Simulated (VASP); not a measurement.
# Al24HO in VASP: single point with PBEsol

Aim: the single point of Al24HO with PBEsol.

Program: VASP 6.6.1. These are calculated values, not measurements. Logs are shortened: lines on timing, memory, paths and dates and some standing lists are left out, and cuts for length are marked.

## 1. The cell of the first run

The cell holds a slab with vacuum, 26 atoms: a = 5.728 Å, b = 8.591 Å, c = 18.015 Å, α = 90.00°, β = 90.00°, γ = 60.00°.

## 2. Single point, PBEsol

The input, INCAR:

```
  PREC = Accurate
  ENCUT = 520
  EDIFF = 1E-6
  ISMEAR = 0
  SIGMA = 0.05
  LREAL = Auto
  LASPH = True
  NELM = 80
  ALGO = Normal
  ISIF = 2
  LWAVE = False
  LCHARG = False
  GGA = PS
  NBANDS = 58
```

The input, KPOINTS:

```
regular mesh
0
Gamma
  3 2 1
```

The input, POSCAR:

```
Al24HO
1.0
    5.7275650000      0.0000000000      0.0000000000
    4.2956740000      7.4403250000      0.0000000000
    0.0000000000      0.0000000000     18.0148060000
Al O H
24 1 1
Direct
    0.0000000000      0.0000000000      0.0555099000
    0.4999999900      0.0000000000      0.0555099000
   -0.0000000200      0.3333333400      0.0555099000
    0.4999999700      0.3333333400      0.0555099000
   -0.0000000400      0.6666666800      0.0555099000
    0.4999999500      0.6666666800      0.0555099000
    0.1662190626      0.1086000615      0.1852306589
    0.6690338381      0.1081857858      0.1833905594
    0.1619341547      0.4472691302      0.1842827912
    0.6670678040      0.4478256369      0.1853474362
    0.1686488107      0.7767896467      0.1834763394
    0.6675656039      0.7737146825      0.1829922991
   -0.1673960099      0.2220062003      0.3134379818
    0.3345892620      0.2184360066      0.3134575372
   -0.1665238595      0.5620887875      0.3151569870
    0.3237923648      0.5592790781      0.3125361093
   -0.1683418486      0.8894759100      0.3115718631
    0.3318419345      0.8893720140      0.3184568147
   -0.0063635077     -0.0045341605      0.4539201790
    0.5179435392     -0.0125422145      0.4599877823
   -0.0033909234      0.3373636863      0.4440744238
    0.4972035481      0.3341803856      0.4355507725
   -0.0030309402      0.6594423766      0.4806153724
    0.4968563181      0.6615431994      0.4425526592
    0.1628274769      0.1157925852      0.4906914905
    0.8716954699     -0.1734939257      0.4066062775
```

Potentials or basis: VASP PAW PBE potentials, release 64 (Al, O, H).

Started as:

```console
> cat potpaw_PBE.64/Al/POTCAR potpaw_PBE.64/O/POTCAR potpaw_PBE.64/H/POTCAR > POTCAR
> mpirun -np 1 vasp_std > vasp.out
```

OUTCAR:

```text
PREC = Accurate
   ENCUT = 520
   EDIFF = 1E-6
   ISMEAR = 0
   LREAL = Auto
   LASPH = True
   NELM = 80
   ISIF = 2
   GGA = PS

 ion  position               nearest neighbor table
   1  0.000  0.000  0.056-   8 2.83  11 2.84   7 2.85   6 2.86   2 2.86   3 2.86   5 2.86   4 2.86
                             2 2.86
   2  0.500  0.000  0.056-   8 2.83  12 2.85   5 2.86   1 2.86   3 2.86   6 2.86   4 2.86   1 2.86
                             7 2.86
   3  1.000  0.333  0.056-   9 2.85  10 2.86   4 2.86   2 2.86   5 2.86   1 2.86   6 2.86   4 2.86
                             7 2.87
   4  0.500  0.333  0.056-   8 2.85   9 2.86   3 2.86   5 2.86   6 2.86   2 2.86   1 2.86   3 2.86
                            10 2.88
   5  1.000  0.667  0.056-  12 2.83   9 2.84  11 2.84   2 2.86   6 2.86   4 2.86   3 2.86   1 2.86
                             6 2.86
   6  0.500  0.667  0.056-  12 2.81  11 2.83  10 2.85   1 2.86   5 2.86   4 2.86   2 2.86   3 2.86
                             5 2.86
   7  0.166  0.109  0.185-  14 2.84  13 2.84  11 2.84   8 2.85   1 2.85   2 2.86   3 2.87  12 2.87
                             8 2.88  10 2.89   9 2.90  18 2.90
   8  0.669  0.108  0.183-  17 2.82   1 2.83   2 2.83   4 2.85   7 2.85  11 2.85  13 2.87  14 2.87
                            12 2.88   7 2.88   9 2.91  10 2.91
   9  0.162  0.447  0.184-  12 2.82  16 2.83  10 2.83   5 2.84   3 2.85  11 2.85   4 2.86  15 2.87
[... 16 lines left out ...]
                            18 2.87  18 2.87  19 3.02  20 3.09
  18  0.332  0.889  0.318-  24 2.81  14 2.84  15 2.84  13 2.86  16 2.86  17 2.87  17 2.87   7 2.90
                            11 2.94  12 2.95  19 2.96  20 3.04
  19  0.994  0.995  0.454-  25 1.86  26 2.08  20 2.76  24 2.88  22 2.90  23 2.92  21 2.95  18 2.96
                            20 2.97  17 3.02  13 3.04
  20  0.518  0.987  0.460-  25 1.85  26 2.03  19 2.76  23 2.81  24 2.88  22 2.95  19 2.97  21 3.01
                            18 3.04  17 3.09  14 3.15
  21  0.997  0.337  0.444-  25 1.85  24 2.82  23 2.85  22 2.86  15 2.86  22 2.88  13 2.89  14 2.89
                            19 2.95  20 3.01
  22  0.497  0.334  0.436-  13 2.76  14 2.76  16 2.78  24 2.81  21 2.86  21 2.88  19 2.90  23 2.94
                            20 2.95
  23  0.997  0.659  0.481-  26 1.82  20 2.81  21 2.85  19 2.92  24 2.94  22 2.94  24 2.95  15 3.35

  24  0.497  0.662  0.443-  18 2.81  22 2.81  21 2.82  15 2.84  16 2.85  20 2.88  19 2.88  23 2.94
                            23 2.95
  25  0.163  0.116  0.491-  20 1.85  21 1.85  19 1.86
  26  0.872  0.827  0.407-  17 1.78  23 1.82  20 2.03  19 2.08

  LATTYP: Found a simple monoclinic cell.
 ALAT       =     5.7275650000
 B/A-ratio  =     3.1452818082
 C/A-ratio  =     1.3228756151
 COS(beta)  =    -0.1889822093

  Lattice vectors:

 A1 = (   5.7275650000,   0.0000000000,   0.0000000000)
 A2 = (   0.0000000000,   0.0000000000, -18.0148060000)
 A3 = (  -1.4318910000,   7.4403250000,   0.0000000000)

Analysis of symmetry for initial positions (statically):
=====================================================================
 Subroutine PRICEL returns:
 Original cell was already a primitive cell.

 Routine SETGRP: Setting up the symmetry group for a
 simple monoclinic supercell.

 Subroutine GETGRP returns: Found  1 space group operations
 (whereof  1 operations were pure point group operations)
 out of a pool of  4 trial point group operations.

The static configuration has the point symmetry C_1 .

Analysis of symmetry for dynamics (positions and initial velocities):
=====================================================================
 Subroutine PRICEL returns:
 Original cell was already a primitive cell.

 Routine SETGRP: Setting up the symmetry group for a
 simple monoclinic supercell.

 Subroutine GETGRP returns: Found  1 space group operations
 (whereof  1 operations were pure point group operations)
 out of a pool of  4 trial point group operations.

The dynamic configuration has the point symmetry C_1 .

 Subroutine INISYM returns: Found  1 space group operations
 (whereof  1 operations are pure point group operations),
 and found     1 'primitive' translations

----------------------------------------------------------------------------------------

                                     Primitive cell

  volume of cell :     767.7000

  direct lattice vectors                    reciprocal lattice vectors
     5.727565000  0.000000000  0.000000000     0.174594265 -0.100802054  0.000000000
     4.295674000  7.440325000  0.000000000     0.000000000  0.134402731  0.000000000
     0.000000000  0.000000000 18.014806000     0.000000000  0.000000000  0.055509896

[... 92 lines left out ...]
|                                                                             |
|        The reciprocal lattice is simple monoclinic,                         |
|        whereas your k-lattice is hexagonal.                                 |
|                                                                             |
|     Results are often still useful ...                                      |
|                                                                             |
 -----------------------------------------------------------------------------

 Subroutine IBZKPT returns following result:
 ===========================================

 Found      4 irreducible k-points:

 Following reciprocal coordinates:
            Coordinates               Weight
  0.000000  0.000000  0.000000      1.000000
  0.333333  0.000000  0.000000      2.000000
  0.000000  0.500000  0.000000      1.000000
  0.333333  0.500000  0.000000      2.000000
   k-points           NKPTS =      4   k-points in BZ     NKDIM =      4   number of bands    NBANDS=     58
   number of dos      NEDOS =    301   number of ions     NIONS =     26
   total plane-waves  NPLWV = 430080
   dimension x,y,z NGX =    48 NGY =   64 NGZ =  140
   dimension x,y,z NGXF=    96 NGYF=  128 NGZF=  280
   ions per type =              24   1   1
   NGX,Y,Z   is equivalent  to a cutoff of  13.93, 12.38, 12.92 a.u.
   NGXF,Y,Z  is equivalent  to a cutoff of  27.86, 24.77, 25.84 a.u.
 SYSTEM =  unknown system
   PREC   = accura    normal or accurate (medium, high low for compatibility)
   ISTART =      0    job   : 0-new  1-cont  2-samecut
   ICHARG =      2    charge: 1-file 2-atom 10-const
   ISPIN  =      1    spin polarized calculation?
   LNONCOLLINEAR =      F non collinear calculations
   LSORBIT =      F    spin-orbit coupling
   LASPH  =      T    aspherical Exc in radial PAW
   ENCUT  =  520.0 eV  38.22 Ry    6.18 a.u.  10.65 15.97 33.50*2*pi/ulx,y,z
   NELM   =     80;   NELMIN=  2; NELMDL= -5     # of ELM steps
   EDIFF  = 0.1E-05   stopping-criterion for ELM
   LREAL  =      T    real-space projection
   EDIFFG = 0.1E-04   stopping-criterion for IOM
   NSW    =      0    number of steps for IOM
   IBRION =     -1    ionic relax: 0-MD 1-quasi-New 2-CG
   NFREE  =      0    steps in history (QN), initial steepest desc. (CG)
   ISIF   =      2    stress and relaxation
   ISYM   =      2    0-nonsym 1-usesym 2-fastsym
   POTIM  = 0.5000    time-step for ionic-motion
   TEBEG  =    0.0;   TEEND  =   0.0 temperature during run
   PSTRESS=    0.0 pullay stress
   NELECT =      79.0000    total number of electrons
   NUPDOWN=      -1.0000    fix difference up-down
   EMIN   =  10.00;   EMAX   =-10.00  energy-range for DOS
   EFERMI =   0.00;   METHOD = LEGACY
   ISMEAR =     0;   SIGMA  =   0.05  broadening in eV -4-tet -1-fermi 0-gaus
   EFERMI_NEDOS =   21; number of points for ismear=-14 and -15
   IALGO  =     38    algorithm
   IMIX   =      4    mixing-type and parameters
     AMIX     =   0.40;   BMIX     =  1.00
     AMIX_MAG =   1.60;   BMIX_MAG =  1.00
  volume/ion in A,a.u.               =      29.53       199.26
  Fermi-wavevector in a.u.,A,eV,Ry     =   0.767161  1.449725  8.007525  0.588536
  Thomas-Fermi vector in A             =   1.867658
   LORBIT       =      0    0 simple, 1 ext, 2 COOP (PROOUT), +10 PAW based schemes
   GGA     = PS    functional components
   LHFCALC =     F    Hartree Fock is set to
   AEXX    =    0.0000 exact exchange contribution
   IVDW    =     0    specifies the selected vdW correction
   LEPSILON=     F    determine dielectric tensor
   LRPA    =     F    only Hartree local field effects (RPA)
 non-spin polarized calculation
 Gauss-broadening in eV      SIGMA  =   0.05
  energy-cutoff  :      520.00
  volume of cell :      767.70
 maximum number of plane-waves:     20712
 NGX is ok and might be reduce to    42
   NGX = 21   NGY = 31   NGZ = 67

 number of electron      78.9999998 magnetization

 Free energy of the ion-electron system (eV)
  ---------------------------------------------------
  ext. energy  EPLUGINS =         0.00000000
  ---------------------------------------------------
  free energy    TOTEN  =      -105.60401750 eV

  energy without entropy =     -105.60089480  energy(sigma->0) =     -105.60245615

 E-fermi :   2.2831     XC(G=0):  -6.4139

 val. band max:        2.2295623359   @ k =   0.0000   0.5000   0.0000
 cond. band min:       2.3387616502   @ k =   0.0000   0.0000   0.0000
 fundamental gap:      0.1091993143
 Fermi energy:         2.2830502674

 k-point     1 :       0.0000    0.0000    0.0000
  band No.  band energies     occupation
      1     -17.8967      2.00000
      2      -8.4655      2.00000
      3      -7.5419      2.00000
      4      -6.3196      2.00000
      5      -5.7953      2.00000
      6      -5.7513      2.00000
[... 205 lines left out ...]
     50       4.4830      0.00000
     51       4.6085      0.00000
 [bands above 51 left out]

------------------------ aborting loop because EDIFF is reached ----------------------------------------

  FORCE on cell =-STRESS in cart. coord.  units (eV):
  Direction    XX          YY          ZZ          XY          YZ          ZX
  --------------------------------------------------------------------------------------
  -------------------------------------------------------------------------------------
  Total      -14.3978036    -10.7037308      0.1751567      0.5527764      0.0278675      0.0202112
  in kB      -30.0479816    -22.3385118      0.3655492      1.1536354      0.0581590      0.0421804
  external PRESSURE =     -17.3403147 kB  Pullay stress =       0.0000000 kB

 VOLUME and BASIS-vectors are now :
 -----------------------------------------------------------------------------
  energy-cutoff  :      520.00
  volume of cell :      767.70
      direct lattice vectors                 reciprocal lattice vectors
     5.727565000  0.000000000  0.000000000     0.174594265 -0.100802054  0.000000000
     4.295674000  7.440325000  0.000000000     0.000000000  0.134402731  0.000000000
     0.000000000  0.000000000 18.014806000     0.000000000  0.000000000  0.055509896

 POSITION                                       TOTAL-FORCE (eV/Angst)
 -----------------------------------------------------------------------------------
      0.00000      0.00000      1.00000         0.002080     -0.059897      0.015727
      2.86378      0.00000      1.00000         0.004143     -0.169663     -0.043501
      7.15946      2.48011      1.00000        -0.046835      0.122933      0.150996
      4.29567      2.48011      1.00000         0.036874      0.142081      0.099149
      8.59135      4.96022      1.00000        -0.073923     -0.017218     -0.183508
      5.72756      4.96022      1.00000         0.074453     -0.022530     -0.064700
[... 18 lines left out ...]
      1.43001      0.86153      8.83971        -0.008210      0.009482      0.010254
      8.54309      6.14947      7.32493        -0.003835     -0.005324     -0.001785
 -----------------------------------------------------------------------------------
    total drift:                               -0.006312      0.002449     -0.008682

  FREE ENERGIE OF THE ION-ELECTRON SYSTEM (eV)
  ---------------------------------------------------
  free  energy   TOTEN  =      -105.6040175035 eV

  energy  without entropy=     -105.6008948035  energy(sigma->0) =     -105.60245615
```

It took 9 min on 1 thread of Intel Xeon Platinum 8375C at 2.90GHz (Ice Lake), shared host; peak memory 0.84 GiB.

What came out:

```
Free energy            : -105.6040 eV
Largest force          : 0.200 eV/Å
Band gap on the k mesh : zero (an odd number of electrons rules out a gap without spin polarisation)
```

Forces in eV/Å, atoms in the order of the input:
```
Al   0.002 -0.060  0.016
Al   0.004 -0.170 -0.044
Al  -0.047  0.123  0.151
Al   0.037  0.142  0.099
Al  -0.074 -0.017 -0.184
Al   0.074 -0.023 -0.065
Al   0.001 -0.002 -0.002
Al   0.000  0.000 -0.001
Al   0.000 -0.002  0.002
Al   0.002  0.003  0.002
Al   0.006  0.000  0.000
Al   0.000  0.002  0.002
Al   0.001  0.004 -0.001
Al  -0.002  0.003 -0.001
Al  -0.002 -0.006 -0.004
Al   0.000 -0.001 -0.003
Al   0.005  0.002 -0.001
Al  -0.002 -0.003 -0.003
Al  -0.016 -0.008  0.008
Al   0.025 -0.011  0.004
Al   0.000  0.016  0.001
Al  -0.001  0.001  0.007
Al   0.002  0.003  0.004
Al  -0.003 -0.001  0.003
O   -0.008  0.009  0.010
H   -0.004 -0.005 -0.002
```

Caveat: the k points lie up to 0.42 Å⁻¹ apart, too coarse for converged energies and pressures of a metal; there is no dipole correction, which matters where the two faces differ; the PAW data sets were made with another functional, which shifts forces and pressure a little.

The gap in the log of VASP goes by the Fermi energy; the results here count the filled bands.